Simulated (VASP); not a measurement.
# MgB2 (P6/mmm) in VASP: notebook

MgB2 is run at these levels: PBE; tasks: single point.

All numbers are computed with VASP 6.6.1; they aren't measurements. Logs are shortened: lines on timing, memory, paths and dates and some standing lists are left out, and cuts for length are marked.

## 1. The cell of the first run

The structure is hexagonal, space group P6/mmm (No. 191). Conventional cell: a = 3.105 Å, b = 3.105 Å, c = 3.546 Å, α = 90.00°, β = 90.00°, γ = 120.00°. Mg (site symmetry 6/mmm) has 12 B at 2.52 Å and 6 Mg at 3.11 Å within 3.3 Å. B (site symmetry -6m2) has 3 B at 1.79 Å within 2.4 Å.

## 2. Single point, PBE (volume scaled by 1.02)

INCAR reads:

```
SYSTEM = MgB2
PREC = Accurate
ENCUT = 520
EDIFF = 1E-6
ISMEAR = -1
SIGMA = 0.05
LREAL = .FALSE.
LASPH = .TRUE.
NELM = 100
ALGO = Normal
ISIF = 2
LWAVE = .FALSE.
LCHARG = .FALSE.
GGA = PE
NBANDS = 11
```

KPOINTS reads:

```
Automatic mesh
0
G
  12 12 9
  0 0 0
```

POSCAR reads:

```
MgB2
1.0
    3.1054317692      0.0000000000      0.0000000000
   -1.5527158846      2.6893828019      0.0000000000
    0.0000000000      0.0000000000      3.5463318058
Mg B
1 2
Direct
    0.0000000000      0.0000000000      0.0000000000
    0.3333333333      0.6666666667      0.5000000000
    0.6666666667      0.3333333333      0.5000000000
```

Potentials or basis: VASP PAW PBE potentials, release 64 (Mg, B).

Started as:

```console
$ cat potpaw_PBE.64/Mg/POTCAR potpaw_PBE.64/B/POTCAR > POTCAR
$ mpirun -np 1 vasp_std > vasp.out
```

OUTCAR:

```text
SYSTEM = MgB2
   PREC = Accurate
   ENCUT = 520
   EDIFF = 1E-6
   ISMEAR = -1
   LREAL = .FALSE.
   LASPH = .TRUE.
   NELM = 100
   ISIF = 2
   GGA = PE

 ion  position               nearest neighbor table
   1  0.000  0.000  0.000-   2 2.52   3 2.52   2 2.52   3 2.52   3 2.52   3 2.52   2 2.52   2 2.52
                             3 2.52   3 2.52   2 2.52   2 2.52
   2  0.333  0.667  0.500-   3 1.79   3 1.79   3 1.79   1 2.52   1 2.52   1 2.52   1 2.52   1 2.52
                             1 2.52
   3  0.667  0.333  0.500-   2 1.79   2 1.79   2 1.79   1 2.52   1 2.52   1 2.52   1 2.52   1 2.52
                             1 2.52

  LATTYP: Found a hexagonal cell.
 ALAT       =     3.1054317692
 C/A-ratio  =     1.1419770484

  Lattice vectors:

 A1 = (   3.1054317692,   0.0000000000,   0.0000000000)
 A2 = (  -1.5527158846,   2.6893828019,   0.0000000000)
 A3 = (   0.0000000000,   0.0000000000,   3.5463318058)

Analysis of symmetry for initial positions (statically):
=====================================================================
 Subroutine PRICEL returns:
 Original cell was already a primitive cell.

 Routine SETGRP: Setting up the symmetry group for a
 hexagonal supercell.

 Subroutine GETGRP returns: Found 24 space group operations
 (whereof 24 operations were pure point group operations)
 out of a pool of 24 trial point group operations.

The static configuration has the point symmetry D_6h.

Analysis of symmetry for dynamics (positions and initial velocities):
=====================================================================
 Subroutine PRICEL returns:
 Original cell was already a primitive cell.

 Routine SETGRP: Setting up the symmetry group for a
 hexagonal supercell.

 Subroutine GETGRP returns: Found 24 space group operations
 (whereof 24 operations were pure point group operations)
 out of a pool of 24 trial point group operations.

The dynamic configuration has the point symmetry D_6h.

 Subroutine INISYM returns: Found 24 space group operations
 (whereof 24 operations are pure point group operations),
 and found     1 'primitive' translations

----------------------------------------------------------------------------------------

                                     Primitive cell

  volume of cell :      29.6179

  direct lattice vectors                    reciprocal lattice vectors
     3.105431769  0.000000000  0.000000000     0.322016413  0.185916263  0.000000000
    -1.552715885  2.689382802  0.000000000     0.000000000  0.371832526  0.000000000
     0.000000000  0.000000000  3.546331806     0.000000000  0.000000000  0.281981511

  length of vectors
     3.105431769  3.105431769  3.546331806     0.371832526  0.371832526  0.281981511

  position of ions in fractional coordinates (direct lattice)
     0.000000000  0.000000000  0.000000000
     0.333333333  0.666666667  0.500000000
     0.666666667  0.333333333  0.500000000

  ion indices of the primitive-cell ions
   primitive index   ion index
                 1           1
                 2           2
                 3           3

----------------------------------------------------------------------------------------

 KPOINTS: Automatic mesh

Automatic generation of k-mesh.
 Grid dimensions read from file:
 generate k-points for:   12   12    9

 Generating k-lattice:

  Cartesian coordinates                     Fractional coordinates (reciprocal lattice)
     0.026834701  0.015493022  0.000000000     0.083333333 -0.000000000  0.000000000
     0.000000000  0.030986044  0.000000000     0.000000000  0.083333333  0.000000000
     0.000000000  0.000000000  0.031331279     0.000000000  0.000000000  0.111111111

  Length of vectors
     0.030986044  0.030986044  0.031331279

  Shift w.r.t. Gamma in fractional coordinates (k-lattice)
     0.000000000  0.000000000  0.000000000

 Subroutine IBZKPT returns following result:
 ===========================================

 Found     95 irreducible k-points:

 Following reciprocal coordinates:
            Coordinates               Weight
  0.000000  0.000000  0.000000      1.000000
  0.083333  0.000000  0.000000      6.000000
  0.166667  0.000000  0.000000      6.000000
  0.250000  0.000000  0.000000      6.000000
  0.333333  0.000000  0.000000      6.000000
  0.416667 -0.000000  0.000000      6.000000
[... 16 lines left out ...]
  0.250000  0.000000  0.111111     12.000000
  0.333333  0.000000  0.111111     12.000000
 [... further k-points ...]
   k-points           NKPTS =     95   k-points in BZ     NKDIM =     95   number of bands    NBANDS=     11
   number of dos      NEDOS =    301   number of ions     NIONS =      3
   total plane-waves  NPLWV =  16128
   dimension x,y,z NGX =    24 NGY =   24 NGZ =   28
   dimension x,y,z NGXF=    48 NGYF=   48 NGZF=   56
   ions per type =               1   2
   NGX,Y,Z   is equivalent  to a cutoff of  12.85, 12.85, 13.13 a.u.
   NGXF,Y,Z  is equivalent  to a cutoff of  25.70, 25.70, 26.25 a.u.
 SYSTEM =  MgB2
   PREC   = accura    normal or accurate (medium, high low for compatibility)
   ISTART =      0    job   : 0-new  1-cont  2-samecut
   ICHARG =      2    charge: 1-file 2-atom 10-const
   ISPIN  =      1    spin polarized calculation?
   LNONCOLLINEAR =      F non collinear calculations
   LSORBIT =      F    spin-orbit coupling
   LASPH  =      T    aspherical Exc in radial PAW
   ENCUT  =  520.0 eV  38.22 Ry    6.18 a.u.   5.77  5.77  6.59*2*pi/ulx,y,z
   NELM   =    100;   NELMIN=  2; NELMDL= -5     # of ELM steps
   EDIFF  = 0.1E-05   stopping-criterion for ELM
   LREAL  =      F    real-space projection
   EDIFFG = 0.1E-04   stopping-criterion for IOM
   NSW    =      0    number of steps for IOM
   IBRION =     -1    ionic relax: 0-MD 1-quasi-New 2-CG
   NFREE  =      0    steps in history (QN), initial steepest desc. (CG)
   ISIF   =      2    stress and relaxation
   ISYM   =      2    0-nonsym 1-usesym 2-fastsym
   POTIM  = 0.5000    time-step for ionic-motion
   TEBEG  =    0.0;   TEEND  =   0.0 temperature during run
   PSTRESS=    0.0 pullay stress
   NELECT =       8.0000    total number of electrons
   NUPDOWN=      -1.0000    fix difference up-down
   EMIN   =  10.00;   EMAX   =-10.00  energy-range for DOS
   EFERMI =   0.00;   METHOD = LEGACY
   ISMEAR =    -1;   SIGMA  =   0.05  broadening in eV -4-tet -1-fermi 0-gaus
   EFERMI_NEDOS =   21; number of points for ismear=-14 and -15
   IALGO  =     38    algorithm
   IMIX   =      4    mixing-type and parameters
     AMIX     =   0.40;   BMIX     =  1.00
     AMIX_MAG =   1.60;   BMIX_MAG =  1.00
  volume/ion in A,a.u.               =       9.87        66.62
  Fermi-wavevector in a.u.,A,eV,Ry     =   1.058246  1.999796 15.236969  1.119886
  Thomas-Fermi vector in A             =   2.193549
   LORBIT       =      0    0 simple, 1 ext, 2 COOP (PROOUT), +10 PAW based schemes
   GGA     = PE    functional components
   LHFCALC =     F    Hartree Fock is set to
   AEXX    =    0.0000 exact exchange contribution
   IVDW    =     0    specifies the selected vdW correction
   LEPSILON=     F    determine dielectric tensor
   LRPA    =     F    only Hartree local field effects (RPA)
 non-spin polarized calculation
  energy-cutoff  :      520.00
  volume of cell :       29.62
 maximum number of plane-waves:       812
 NGX is ok and might be reduce to    24
   NGX = 11   NGY = 11   NGZ = 13

 number of electron       8.0000000 magnetization

 Free energy of the ion-electron system (eV)
  ---------------------------------------------------
  ext. energy  EPLUGINS =         0.00000000
  ---------------------------------------------------
  free energy    TOTEN  =       -15.31802220 eV

  energy without entropy =      -15.31371903  energy(sigma->0) =      -15.31587062

 E-fermi :   5.0818     XC(G=0): -10.8353

 val. band max:        5.0146830229   @ k =   0.0833   0.0000   0.2222
 cond. band min:       5.0852469184   @ k =   0.4167   0.1667   0.1111
 fundamental gap:      0.0705638955
 Fermi energy:         5.0818137281

 k-point     1 :       0.0000    0.0000    0.0000
  band No.  band energies     occupation
      1      -7.1783      2.00000
      2       2.2258      2.00000
      3       5.4585      0.00107
      4       5.4585      0.00107
      5       6.7295      0.00000
      6      11.3291      0.00000
      7      11.3291      0.00000
      8      12.9762      0.00000
      9      14.8732      0.00000
     10      17.5586      0.00000
     11      21.0891      0.00000

 k-point     2 :       0.0833    0.0000    0.0000
  band No.  band energies     occupation
      1      -7.0593      2.00000
      2       2.3422      2.00000
      3       4.8509      1.98047
      4       5.1795      0.24846
      5       6.8381      0.00000
      6      11.2287      0.00000
      7      11.8473      0.00000
      8      13.2605      0.00000
      9      14.4569      0.00000
     10      18.1599      0.00000
     11      20.4780      0.00000

 k-point     3 :       0.1667    0.0000    0.0000
  band No.  band energies     occupation
      1      -6.7036      2.00000
      2       2.6886      2.00000
      3       3.4353      2.00000
      4       4.5650      1.99994
      5       7.1700      0.00000
      6      10.8154      0.00000
      7      13.1685      0.00000
      8      13.3428      0.00000
      9      13.9476      0.00000
     10      19.4222      0.00000
     11      19.6646      0.00000
[... 267 lines left out ...]
 k-point    23 :       0.2500    0.0000    0.1111
  band No.  band energies     occupation
      1      -6.0175      2.00000
      2       1.8078      2.00000
      3       2.5015      2.00000
      4       3.9561      2.00000
      5       8.6361      0.00000
      6      10.3890      0.00000
      7      11.2317      0.00000
      8      14.8642      0.00000
      9      14.9831      0.00000
     10      18.0025      0.00000
     11      18.1215      0.00000

 k-point    24 :       0.3333    0.0000    0.1111
  band No.  band energies     occupation
      1      -5.2095      2.00000
      2       0.1313      2.00000
      3       3.2790      2.00000
      4       3.4374      2.00000
      5       8.8776      0.00000
      6       9.6878      0.00000
      7      10.3695      0.00000
      8      14.3877      0.00000
      9      16.8071      0.00000
     10      17.5935      0.00000
     11      17.7607      0.00000

 [... further k-points ...]
[... 5 lines left out ...]
  --------------------------------------------------------------------------------------
  -------------------------------------------------------------------------------------
  Total       -0.8620965     -0.8620965     -0.5728735     -0.0000000      0.0000000      0.0000000
  in kB      -46.6350513    -46.6350513    -30.9895569     -0.0000000      0.0000000      0.0000000
  external PRESSURE =     -41.4198865 kB  Pullay stress =       0.0000000 kB

 VOLUME and BASIS-vectors are now :
 -----------------------------------------------------------------------------
  energy-cutoff  :      520.00
  volume of cell :       29.62
      direct lattice vectors                 reciprocal lattice vectors
     3.105431769  0.000000000  0.000000000     0.322016413  0.185916263  0.000000000
    -1.552715885  2.689382802  0.000000000     0.000000000  0.371832526  0.000000000
     0.000000000  0.000000000  3.546331806     0.000000000  0.000000000  0.281981511

 POSITION                                       TOTAL-FORCE (eV/Angst)
 -----------------------------------------------------------------------------------
      0.00000      0.00000      0.00000        -0.000000      0.000000      0.000000
     -0.00000      1.79292      1.77317        -0.000000      0.000000      0.000000
      1.55272      0.89646      1.77317         0.000000     -0.000000      0.000000
 -----------------------------------------------------------------------------------
    total drift:                                0.000000     -0.000000      0.000000

  FREE ENERGIE OF THE ION-ELECTRON SYSTEM (eV)
  ---------------------------------------------------
  free  energy   TOTEN  =       -15.3180221978 eV

  energy  without entropy=      -15.3137190346  energy(sigma->0) =      -15.31587062
```

It took 11 s on 1 thread of Intel Xeon 6975P-C (Granite Rapids), shared host; peak memory 0.16 GiB.

What came out:

| Item | Value |
| --- | --- |
| Free energy | -15.3180 eV |
| Pressure | -4.1 GPa |
| Band gap on the k mesh | zero (band 4 reaches 6.90 eV, above the bottom of band 5 at 3.24 eV) |

Caveat: the cell differs from its parent crystal (volume scaled by 1.02).

## 3. Single point, PBE (volume scaled by 1.06)

INCAR reads:

```
PREC     = Accurate       # precision mode
ENCUT    = 520            # plane-wave cutoff, eV
EDIFF    = 1E-7           # SCF threshold, eV
ISMEAR   = -1             # smearing method
SIGMA    = 0.05           # smearing width, eV
LREAL    = F              # projectors in reciprocal space
LASPH    = T              # aspherical terms in the spheres
NELM     = 60             # most SCF steps
ALGO     = Normal         # electronic algorithm
ISIF     = 2              # what is computed and relaxed
LWAVE    = F              # write WAVECAR
LCHARG   = F              # write CHGCAR
GGA      = PE             # functional
NBANDS   = 11             # bands
```

KPOINTS reads:

```
Automatic mesh
0
Gamma
  12 12 9
```

POSCAR reads:

```
MgB2
1.0
    3.1455062765      0.0000000000      0.0000000000
   -1.5727531383      2.7240883433      0.0000000000
    0.0000000000      0.0000000000      3.5920959734
Mg B
1 2
Direct
    0.0000000000      0.0000000000      0.0000000000
    0.3333333333      0.6666666667      0.5000000000
    0.6666666667      0.3333333333      0.5000000000
```

Potentials or basis: VASP PAW PBE potentials, release 64 (Mg, B).

Started as:

```console
$ cat potpaw_PBE.64/Mg/POTCAR potpaw_PBE.64/B/POTCAR > POTCAR
$ mpirun -np 1 vasp_std > vasp.out
```

OUTCAR:

```text
PREC = Accurate
   ENCUT = 520
   EDIFF = 1E-7
   ISMEAR = -1
   LREAL = F
   LASPH = T
   NELM = 60
   ISIF = 2
   GGA = PE

 ion  position               nearest neighbor table
   1  0.000  0.000  0.000-   2 2.55   3 2.55   2 2.55   3 2.55   3 2.55   3 2.55   2 2.55   2 2.55
                             3 2.55   3 2.55   2 2.55   2 2.55
   2  0.333  0.667  0.500-   3 1.82   3 1.82   3 1.82   1 2.55   1 2.55   1 2.55   1 2.55   1 2.55
                             1 2.55
   3  0.667  0.333  0.500-   2 1.82   2 1.82   2 1.82   1 2.55   1 2.55   1 2.55   1 2.55   1 2.55
                             1 2.55

  LATTYP: Found a hexagonal cell.
[... 526 lines left out ...]
     11      17.1955      0.00000

 [... further k-points ...]
[... 5 lines left out ...]
  --------------------------------------------------------------------------------------
  -------------------------------------------------------------------------------------
  Total       -1.9816160     -1.9816160     -1.2697908      0.0000000     -0.0000000      0.0000000
  in kB     -103.1502780   -103.1502780    -66.0972026      0.0000000     -0.0000000      0.0000000
  external PRESSURE =     -90.7992529 kB  Pullay stress =       0.0000000 kB

 VOLUME and BASIS-vectors are now :
 -----------------------------------------------------------------------------
  energy-cutoff  :      520.00
  volume of cell :       30.78
      direct lattice vectors                 reciprocal lattice vectors
     3.145506276  0.000000000  0.000000000     0.317913847  0.183547645  0.000000000
    -1.572753138  2.724088343  0.000000000     0.000000000  0.367095290  0.000000000
     0.000000000  0.000000000  3.592095973     0.000000000  0.000000000  0.278388998

 POSITION                                       TOTAL-FORCE (eV/Angst)
 -----------------------------------------------------------------------------------
      0.00000      0.00000      0.00000        -0.000000      0.000000      0.000000
     -0.00000      1.81606      1.79605        -0.000000      0.000000      0.000000
      1.57275      0.90803      1.79605         0.000000     -0.000000      0.000000
 -----------------------------------------------------------------------------------
    total drift:                                0.000000     -0.000000      0.000000

  FREE ENERGIE OF THE ION-ELECTRON SYSTEM (eV)
  ---------------------------------------------------
  free  energy   TOTEN  =       -15.2699537675 eV

  energy  without entropy=      -15.2656244265  energy(sigma->0) =      -15.26778910
```

stdout:

```text
POSCAR found type information on POSCAR MgB
 POSCAR found :  2 types and       3 ions
 scaLAPACK will be used
 LDA part: xc-table for (Slater+PW92), standard interpolation
 POSCAR, INCAR and KPOINTS ok, starting setup
 FFT: planning ... GRIDC
 FFT: planning ... GRID_SOFT
 FFT: planning ... GRID
 WAVECAR not read
 entering main loop
```

Wall time 12 s (1 thread of Intel Xeon 6975P-C (Granite Rapids), shared host); peak memory 0.16 GiB.

Results:

- Free energy: -15.2700 eV
- Pressure: -9.1 GPa
- Band gap on the k mesh: zero (band 4 reaches 6.60 eV, above the bottom of band 5 at 3.04 eV)

Caveat: the cell differs from its parent crystal (volume scaled by 1.06).

## 4. Single point, PBE

This run uses another cell than the first one, of 9.68 Å³/atom, 0.980 times its volume.

INCAR reads:

```
PREC = Accurate
ENCUT = 520
EDIFF = 1E-6
ISMEAR = -1
SIGMA = 0.05
LREAL = False
LASPH = True
NELM = 60
ALGO = Normal
ISIF = 2
LWAVE = False
LCHARG = False
GGA = PE
NBANDS = 11
```

KPOINTS is that of step 3.

POSCAR reads:

```
MgB2
1.0
    3.0850007055      0.0000000000      0.0000000000
   -1.5425003528      2.6716889817      0.0000000000
    0.0000000000      0.0000000000      3.5230000000
Mg B
1 2
Direct
    0.0000000000      0.0000000000      0.0000000000
    0.3333333333      0.6666666667      0.5000000000
    0.6666666667      0.3333333333      0.5000000000
```

Started as:

```console
$ cat potpaw_PBE.64/Mg/POTCAR potpaw_PBE.64/B/POTCAR > POTCAR
$ mpirun -np 1 vasp_std > vasp.out
```

It took 29 s on 1 thread of Intel Xeon 8259CL, shared host; peak memory 0.16 GiB.

It converged, with:

```yaml
Free_energy: -15.3277 eV
Pressure: -1.3 GPa
Band_gap_on_the_k_mesh: zero (band 4 reaches 7.05 eV, above the bottom of band 5 at 3.35 eV)
```

Stress tensor (GPa, compression positive):
```
-1.42  0.00  0.00
 0.00 -1.42  0.00
 0.00  0.00 -1.06
```

Levels at points of the mesh, in eV from the Fermi level:
```
           k point  band 1  band 2  band 3  band 4  band 5  band 6  band 7  band 8  band 9
(0.00, 0.00, 0.00)  -12.38   -2.90    0.39    0.39    1.70    6.33    6.33    8.11    9.96
(0.50, 0.00, 0.00)   -8.50   -7.79   -2.14    0.25    3.11    3.91    5.37    7.13   12.60
```

[end of part 1 of 2]
